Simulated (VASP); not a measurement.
# BN (Cc) in VASP: further runs

BN is run at these levels: PBE; tasks: single point.

Program: VASP 6.6.1. These are calculated values, not measurements. Logs are shortened: lines on timing, memory, paths and dates and some standing lists are left out, and cuts for length are marked.

### Step 1. The cell of the first run

It takes space group Cc (No. 9, monoclinic). Conventional cell: a = 2.555 Å, b = 4.425 Å, c = 4.226 Å, α = 90.00°, β = 92.58°, γ = 90.00°. Within 2.1 Å of B (site symmetry 1) lie 4 N at 1.55 to 1.59 Å. N (site symmetry 1) has 4 B at 1.55 to 1.59 Å within 2.1 Å.

### Step 2. Single point, PBE (strain +0.0450 x Voigt [0, 0, 0, 0, 1, 0])

INCAR reads:

```
  PREC = Accurate
  ENCUT = 520
  EDIFF = 1E-7
  ISMEAR = 0
  SIGMA = 0.05
  LREAL = F
  LASPH = T
  NELM = 100
  ALGO = Normal
  ISIF = 2
  LWAVE = F
  LCHARG = F
  GGA = PE
  NBANDS = 16
```

KPOINTS reads:

```
Automatic mesh
0
Gamma
  12 12 6
```

POSCAR reads:

```
BN
1.0
    2.5545800962      0.0000000000      0.0574780522
   -1.2772900481      2.2123312593     -0.0287390261
    0.0950515771      0.0000000000      4.2245145363
B N
2 2
Direct
    0.6666666667      0.3333333333      0.9998058548
    0.3333333333      0.6666666667      0.4998058548
    0.6666666667      0.3333333333      0.6251941452
    0.3333333333      0.6666666667      0.1251941452
```

Potentials or basis: VASP PAW PBE potentials, release 64 (B, N).

Run with:

```sh
$ cat potpaw_PBE.64/B/POTCAR potpaw_PBE.64/N/POTCAR > POTCAR
$ mpirun -np 1 vasp_std > vasp.out
```

OUTCAR:

```text
PREC = Accurate
   ENCUT = 520
   EDIFF = 1E-7
   ISMEAR = 0
   LREAL = F
   LASPH = T
   NELM = 100
   ISIF = 2
   GGA = PE

 ion  position               nearest neighbor table
   1  0.667  0.333  1.000-   4 1.55   4 1.57   3 1.58   4 1.59
   2  0.333  0.667  0.500-   3 1.55   3 1.57   4 1.58   3 1.59
   3  0.667  0.333  0.625-   2 1.55   2 1.57   1 1.58   2 1.59
   4  0.333  0.667  0.125-   1 1.55   1 1.57   2 1.58   1 1.59

  LATTYP: Found a base centered monoclinic cell.
 ALAT       =     2.5552266425
 B/A-ratio  =     1.7316125486
 C/A-ratio  =     1.6537021261
 COS(beta)  =    -0.0449772303

  Lattice vectors:

 A1 = (  -1.2772900481,   2.2123312593,  -0.0287390261)
 A2 = (  -1.2772900481,  -2.2123312593,  -0.0287390261)
 A3 = (   0.0950515771,   0.0000000000,   4.2245145363)

Analysis of symmetry for initial positions (statically):
=====================================================================
 Subroutine PRICEL returns:
 Original cell was already a primitive cell.

 Routine SETGRP: Setting up the symmetry group for a
 base centered monoclinic supercell.

 Subroutine GETGRP returns: Found  2 space group operations
 (whereof  1 operations were pure point group operations)
 out of a pool of  4 trial point group operations.

The static configuration has the point symmetry C_1 .
 The point group associated with its full space group is C_1h.

Analysis of symmetry for dynamics (positions and initial velocities):
=====================================================================
 Subroutine PRICEL returns:
 Original cell was already a primitive cell.

 Routine SETGRP: Setting up the symmetry group for a
 base centered monoclinic supercell.

 Subroutine GETGRP returns: Found  2 space group operations
 (whereof  1 operations were pure point group operations)
 out of a pool of  4 trial point group operations.

The dynamic configuration has the point symmetry C_1 .
 The point group associated with its full space group is C_1h.

 Subroutine INISYM returns: Found  2 space group operations
 (whereof  1 operations are pure point group operations),
 and found     1 'primitive' translations

----------------------------------------------------------------------------------------

                                     Primitive cell

  volume of cell :      23.8631

  direct lattice vectors                    reciprocal lattice vectors
     2.554580096  0.000000000  0.057478052     0.391652040  0.226005937 -0.008812171
    -1.277290048  2.212331259 -0.028739026     0.000000000  0.452011875  0.000000000
     0.095051577  0.000000000  4.224514536    -0.005328753  0.000000000  0.236833487

  length of vectors
     2.555226642  2.554741748  4.225583731     0.452269454  0.452011875  0.236893427

  position of ions in fractional coordinates (direct lattice)
     0.666666667  0.333333333  0.999805855
     0.333333333  0.666666667  0.499805855
     0.666666667  0.333333333  0.625194145
     0.333333333  0.666666667  0.125194145

  ion indices of the primitive-cell ions
   primitive index   ion index
                 1           1
                 2           2
                 3           3
                 4           4

----------------------------------------------------------------------------------------

 KPOINTS: Automatic mesh

Automatic generation of k-mesh.
 Grid dimensions read from file:
 generate k-points for:   12   12    6

 Generating k-lattice:

  Cartesian coordinates                     Fractional coordinates (reciprocal lattice)
     0.032637670  0.018833828 -0.000734348     0.083333333  0.000000000  0.000000000
     0.000000000  0.037667656  0.000000000     0.000000000  0.083333333  0.000000000
    -0.000888126  0.000000000  0.039472248    -0.000000000  0.000000000  0.166666667

  Length of vectors
     0.037689121  0.037667656  0.039482238

  Shift w.r.t. Gamma in fractional coordinates (k-lattice)
     0.000000000  0.000000000  0.000000000

 Subroutine IBZKPT returns following result:
 ===========================================

 Found    242 irreducible k-points:

 Following reciprocal coordinates:
            Coordinates               Weight
  0.000000  0.000000  0.000000      1.000000
  0.083333 -0.000000  0.000000      4.000000
  0.166667  0.000000  0.000000      4.000000
  0.250000  0.000000  0.000000      4.000000
  0.333333  0.000000 -0.000000      4.000000
  0.416667  0.000000  0.000000      4.000000
[... 16 lines left out ...]
  0.333333  0.166667 -0.000000      4.000000
  0.416667  0.166667  0.000000      4.000000
 [... further k-points ...]
   k-points           NKPTS =    242   k-points in BZ     NKDIM =    242   number of bands    NBANDS=     16
   number of dos      NEDOS =    301   number of ions     NIONS =      4
   total plane-waves  NPLWV =  12800
   dimension x,y,z NGX =    20 NGY =   20 NGZ =   32
   dimension x,y,z NGXF=    40 NGYF=   40 NGZF=   64
   ions per type =               2   2
   NGX,Y,Z   is equivalent  to a cutoff of  13.01, 13.01, 12.59 a.u.
   NGXF,Y,Z  is equivalent  to a cutoff of  26.02, 26.03, 25.18 a.u.
 SYSTEM =  unknown system
   PREC   = accura    normal or accurate (medium, high low for compatibility)
   ISTART =      0    job   : 0-new  1-cont  2-samecut
   ICHARG =      2    charge: 1-file 2-atom 10-const
   ISPIN  =      1    spin polarized calculation?
   LNONCOLLINEAR =      F non collinear calculations
   LSORBIT =      F    spin-orbit coupling
   LASPH  =      T    aspherical Exc in radial PAW
   ENCUT  =  520.0 eV  38.22 Ry    6.18 a.u.   4.75  4.75  7.86*2*pi/ulx,y,z
   NELM   =    100;   NELMIN=  2; NELMDL= -5     # of ELM steps
   EDIFF  = 0.1E-06   stopping-criterion for ELM
   LREAL  =      F    real-space projection
   EDIFFG = 0.1E-05   stopping-criterion for IOM
   NSW    =      0    number of steps for IOM
   IBRION =     -1    ionic relax: 0-MD 1-quasi-New 2-CG
   NFREE  =      0    steps in history (QN), initial steepest desc. (CG)
   ISIF   =      2    stress and relaxation
   ISYM   =      2    0-nonsym 1-usesym 2-fastsym
   POTIM  = 0.5000    time-step for ionic-motion
   TEBEG  =    0.0;   TEEND  =   0.0 temperature during run
   PSTRESS=    0.0 pullay stress
   NELECT =      16.0000    total number of electrons
   NUPDOWN=      -1.0000    fix difference up-down
   EMIN   =  10.00;   EMAX   =-10.00  energy-range for DOS
   EFERMI =   0.00;   METHOD = LEGACY
   ISMEAR =     0;   SIGMA  =   0.05  broadening in eV -4-tet -1-fermi 0-gaus
   EFERMI_NEDOS =   21; number of points for ismear=-14 and -15
   IALGO  =     38    algorithm
   IMIX   =      4    mixing-type and parameters
     AMIX     =   0.40;   BMIX     =  1.00
     AMIX_MAG =   1.60;   BMIX_MAG =  1.00
  volume/ion in A,a.u.               =       5.97        40.26
  Fermi-wavevector in a.u.,A,eV,Ry     =   1.432867  2.707727 27.934239  2.053109
  Thomas-Fermi vector in A             =   2.552448
   LORBIT       =      0    0 simple, 1 ext, 2 COOP (PROOUT), +10 PAW based schemes
   GGA     = PE    functional components
   LHFCALC =     F    Hartree Fock is set to
   AEXX    =    0.0000 exact exchange contribution
   IVDW    =     0    specifies the selected vdW correction
   LEPSILON=     F    determine dielectric tensor
   LRPA    =     F    only Hartree local field effects (RPA)
 non-spin polarized calculation
 Gauss-broadening in eV      SIGMA  =   0.05
  energy-cutoff  :      520.00
  volume of cell :       23.86
 maximum number of plane-waves:       654
   NGX =  9   NGY =  9   NGZ = 15

 number of electron      15.9999999 magnetization

 Free energy of the ion-electron system (eV)
  ---------------------------------------------------
  ext. energy  EPLUGINS =         0.00000000
  ---------------------------------------------------
  free energy    TOTEN  =       -34.78236156 eV

  energy without entropy =      -34.78236156  energy(sigma->0) =      -34.78236156

 E-fermi :   7.7877     XC(G=0): -12.7650

 val. band max:        7.5302185588   @ k =   0.0000   0.0000   0.0000
 cond. band min:      12.6665970164   @ k =   0.3333   0.3333  -0.0000
 fundamental gap:      5.1363784576
 Fermi energy:         7.7876762676

 k-point     1 :       0.0000    0.0000    0.0000
  band No.  band energies     occupation
      1     -12.8559      2.00000
      2      -8.7368      2.00000
      3      -3.3826      2.00000
      4       5.3167      2.00000
      5       5.3233      2.00000
      6       7.0995      2.00000
[... 8 lines left out ...]
     15      19.2710      0.00000
     16      23.5567      0.00000

 k-point     2 :       0.0833   -0.0000    0.0000
  band No.  band energies     occupation
      1     -12.7058      2.00000
      2      -8.6231      2.00000
      3      -3.2326      2.00000
      4       4.6381      2.00000
      5       5.0405      2.00000
      6       6.7429      2.00000
[... 8 lines left out ...]
     15      19.6866      0.00000
     16      23.3388      0.00000

 k-point     3 :       0.1667    0.0000    0.0000
  band No.  band energies     occupation
      1     -12.2604      2.00000
      2      -8.2980      2.00000
      3      -2.7889      2.00000
      4       2.9916      2.00000
      5       4.3847      2.00000
      6       5.4029      2.00000
[... 8 lines left out ...]
     15      20.7951      0.00000
     16      22.7261      0.00000

 k-point     4 :       0.2500    0.0000    0.0000
  band No.  band energies     occupation
      1     -11.5372      2.00000
      2      -7.8233      2.00000
      3      -2.0736      2.00000
      4       1.0392      2.00000
      5       3.5819      2.00000
      6       3.7279      2.00000
[... 8 lines left out ...]
     15      22.2046      0.00000
     16      22.7911      0.00000

 k-point     5 :       0.3333    0.0000   -0.0000
  band No.  band energies     occupation
      1     -10.5784      2.00000
      2      -7.3635      2.00000
      3      -1.1634      2.00000
      4      -0.6890      2.00000
      5       1.9088      2.00000
      6       3.0428      2.00000
[... 8 lines left out ...]
     15      23.0570      0.00000
     16      23.7322      0.00000

 k-point     6 :       0.4167    0.0000    0.0000
  band No.  band energies     occupation
      1      -9.4984      2.00000
      2      -7.2670      2.00000
      3      -1.7801      2.00000
      4      -0.2214      2.00000
      5       0.5804      2.00000
      6       2.6391      2.00000
[... 8 lines left out ...]
     15      23.5267      0.00000
     16      24.7170      0.00000
[... 267 lines left out ...]
 k-point    21 :       0.1667    0.1667    0.0000
  band No.  band energies     occupation
      1     -11.1166      2.00000
      2      -7.5679      2.00000
      3      -1.6627      2.00000
      4       0.8760      2.00000
      5       1.8080      2.00000
      6       3.8038      2.00000
[... 8 lines left out ...]
     15      22.6939      0.00000
     16      23.3109      0.00000

 k-point    22 :       0.2500    0.1667    0.0000
  band No.  band energies     occupation
      1     -10.1832      2.00000
      2      -7.1760      2.00000
      3      -0.7584      2.00000
      4      -0.4044      2.00000
      5       0.7564      2.00000
      6       2.5842      2.00000
[... 8 lines left out ...]
     15      22.5962      0.00000
     16      23.6973      0.00000

 k-point    23 :       0.3333    0.1667   -0.0000
  band No.  band energies     occupation
      1      -9.1397      2.00000
      2      -7.1224      2.00000
      3      -1.4279      2.00000
      4      -0.0007      2.00000
      5       0.5152      2.00000
      6       1.4746      2.00000
[... 8 lines left out ...]
     15      23.2068      0.00000
     16      23.9008      0.00000

 k-point    24 :       0.4167    0.1667    0.0000
  band No.  band energies     occupation
      1      -8.4641      2.00000
      2      -7.3898      2.00000
      3      -1.7465      2.00000
      4      -0.0569      2.00000
      5       0.9990      2.00000
      6       1.0663      2.00000
[... 8 lines left out ...]
     15      23.2712      0.00000
     16      24.4157      0.00000

 [... further k-points ...]

------------------------ aborting loop because EDIFF is reached ----------------------------------------

  FORCE on cell =-STRESS in cart. coord.  units (eV):
  Direction    XX          YY          ZZ          XY          YZ          ZX
  --------------------------------------------------------------------------------------
  -------------------------------------------------------------------------------------
  Total        0.0768562      0.0779205      0.1168789      0.0000000      0.0000000     -2.2361290
  in kB        5.1601553      5.2316145      7.8472963      0.0000000      0.0000000   -150.1346232
  external PRESSURE =       6.0796887 kB  Pullay stress =       0.0000000 kB

 VOLUME and BASIS-vectors are now :
 -----------------------------------------------------------------------------
  energy-cutoff  :      520.00
  volume of cell :       23.86
      direct lattice vectors                 reciprocal lattice vectors
     2.554580096  0.000000000  0.057478052     0.391652040  0.226005937 -0.008812171
    -1.277290048  2.212331259 -0.028739026     0.000000000  0.452011875  0.000000000
     0.095051577  0.000000000  4.224514536    -0.005328753  0.000000000  0.236833487

 POSITION                                       TOTAL-FORCE (eV/Angst)
 -----------------------------------------------------------------------------------
      1.37232      0.73744      4.25243         0.106521     -0.025585     -0.013936
      0.04751      1.47489      2.11144         0.106521      0.025585     -0.013936
      1.33672      0.73744      2.66988        -0.106521     -0.045505      0.013936
      0.01190      1.47489      0.52888        -0.106521      0.045505      0.013936
 -----------------------------------------------------------------------------------
    total drift:                               -0.000224     -0.000000      0.000156

  FREE ENERGIE OF THE ION-ELECTRON SYSTEM (eV)
  ---------------------------------------------------
  free  energy   TOTEN  =       -34.7823615592 eV

  energy  without entropy=      -34.7823615592  energy(sigma->0) =      -34.78236156
```

Wall time 50 s (1 thread of Intel Xeon Platinum 8375C at 2.90GHz (Ice Lake), shared host); peak memory 0.19 GiB.

Results:

| Quantity | Value |
| --- | --- |
| Free energy | -34.7824 eV |
| Pressure | 0.6 GPa |
| Largest force | 0.117 eV/Å |
| Band gap on the k mesh | 5.14 eV, indirect (least direct gap 8.12 eV) |

Forces in eV/Å, atoms in the order of the input:
```
B    0.107 -0.026 -0.014
B    0.107  0.026 -0.014
N   -0.107 -0.046  0.014
N   -0.107  0.046  0.014
```

Caveat: the cell differs from its parent crystal (strain +0.0450 x Voigt [0, 0, 0, 0, 1, 0]). A k mesh can miss the band edges.

### Step 3. Single point, PBE (strain -0.0300 x Voigt [0, 0, 0, 0, 1, 0])

INCAR reads:

```
SYSTEM = BN
ALGO = Normal ; EDIFF = 1E-6
ENCUT = 520 ; GGA = PE
ISIF = 2 ; ISMEAR = 0
LASPH = .True. ; LCHARG = .False.
LREAL = .False. ; LWAVE = .False.
NBANDS = 16 ; NELM = 80
PREC = Accurate ; SIGMA = 0.05
```

KPOINTS reads:

```
k-points
0
Gamma
  12 12 6
  0 0 0
```

POSCAR reads:

```
BN
1.0
    2.5545800962      0.0000000000     -0.0383187014
   -1.2772900481      2.2123312593      0.0191593507
   -0.0633677180      0.0000000000      4.2245145363
B N
2 2
Direct
    0.6666666667      0.3333333333      0.9998058548
    0.3333333333      0.6666666667      0.4998058548
    0.6666666667      0.3333333333      0.6251941452
    0.3333333333      0.6666666667      0.1251941452
```

Potentials or basis: VASP PAW PBE potentials, release 64 (B, N).

Run with:

```sh
$ cat potpaw_PBE.64/B/POTCAR potpaw_PBE.64/N/POTCAR > POTCAR
$ mpirun -np 1 vasp_std > vasp.out
```

Run time: 51 s. Hardware: 1 thread of Intel Xeon Platinum 8375C at 2.90GHz (Ice Lake), shared host; peak memory 0.18 GiB.

Results (log left out):

| Property | Result |
| --- | --- |
| Free energy | -34.8103 eV |
| Pressure | 0.4 GPa |
| Largest force | 0.074 eV/Å |
| Band gap on the k mesh | 5.17 eV, indirect (least direct gap 8.19 eV) |

Forces on the atoms (eV/Å):
```
B   -0.071 -0.011 -0.007
B   -0.071  0.011 -0.007
N    0.071 -0.020  0.007
N    0.071  0.020  0.007
```

Stress tensor (GPa, compression positive):
```
 0.36  0.00 10.01
 0.00  0.36  0.00
10.01  0.00  0.46
```

Levels at points of the mesh, in eV from the valence-band top:
| k point | band 4 | band 5 | band 6 | band 7 | band 8 | band 9 | band 10 | band 11 | band 12 | band 13 |
| --- | --- | --- | --- | --- | --- | --- | --- | --- | --- | --- |
| (0.00, 0.00, 0.00) | -2.16 | -2.15 | -0.35 | -0.04 | 0.00 | 8.23 | 8.28 | 8.54 | 9.36 | 10.59 |
| (0.50, 0.00, 0.00) | -7.83 | -6.85 | -4.98 | -4.40 | -2.14 | 6.63 | 7.88 | 10.42 | 11.44 | 12.70 |
| (0.00, 0.50, 0.00) | -7.78 | -6.90 | -4.97 | -4.41 | -2.14 | 6.64 | 7.88 | 10.22 | 11.67 | 12.78 |
| (0.00, 0.00, 0.50) | -5.71 | -1.35 | -1.35 | -1.07 | -1.07 | 9.30 | 9.30 | 9.70 | 9.70 | 9.99 |
| (0.50, 0.00, 0.50) | -9.87 | -3.84 | -3.82 | -3.72 | -3.33 | 6.30 | 6.71 | 9.62 | 10.26 | 14.06 |
| (0.00, 0.50, 0.50) | -9.98 | -3.78 | -3.78 | -3.57 | -3.57 | 6.51 | 6.51 | 9.93 | 9.93 | 14.03 |

Caveat: the cell differs from its parent crystal (strain -0.0300 x Voigt [0, 0, 0, 0, 1, 0]). A k mesh can miss the band edges.
